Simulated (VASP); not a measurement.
Here is a VASP 6.6.1 calculation.

INCAR

```
PREC = Accurate ; ENCUT = 520
EDIFF = 1E-6 ; ISMEAR = -1
SIGMA = 0.02 ; LREAL = False
LASPH = True ; NELM = 100
ALGO = Normal ; ISIF = 2
LWAVE = False ; LCHARG = False
GGA = PE ; NBANDS = 31
```

KPOINTS

```
regular mesh
0
Gamma
  4 4 4
```

POSCAR

```
YLuAs2
1.0
    4.0692512279      0.0000000000      0.0000000000
    0.0000000000      4.0692512279      0.0000000000
    0.0000000000      0.0000000000      5.7490900603
Y As Lu
1 2 1
Direct
    0.0000000000      0.0000000000      0.0000000000
    0.0000000000      0.0000000000      0.5000000000
    0.5000000000      0.5000000000      0.0000000000
    0.5000000000      0.5000000000      0.5000000000
```

Potentials or basis: VASP PAW PBE potentials, release 64 (Y_sv, As, Lu).

Run with:

```sh
$ cat potpaw_PBE.64/Y_sv/POTCAR potpaw_PBE.64/As/POTCAR potpaw_PBE.64/Lu/POTCAR > POTCAR
$ mpirun -np 1 vasp_std > vasp.out
```

Q: Predict the band gap on the k mesh.

A: Zero (bands 23 and 24 overlap by 0.99 eV).

Q: Predict the pressure.

A: 0.4 GPa.

Stress tensor (GPa, compression positive):
```
0.45 0.00 0.00
0.00 0.45 0.00
0.00 0.00 0.22
```

Caveat: the k points lie up to 0.39 Å⁻¹ apart, too coarse for converged energies and pressures of a metal; spin-orbit coupling is left out, which moves the levels of the heavy elements.
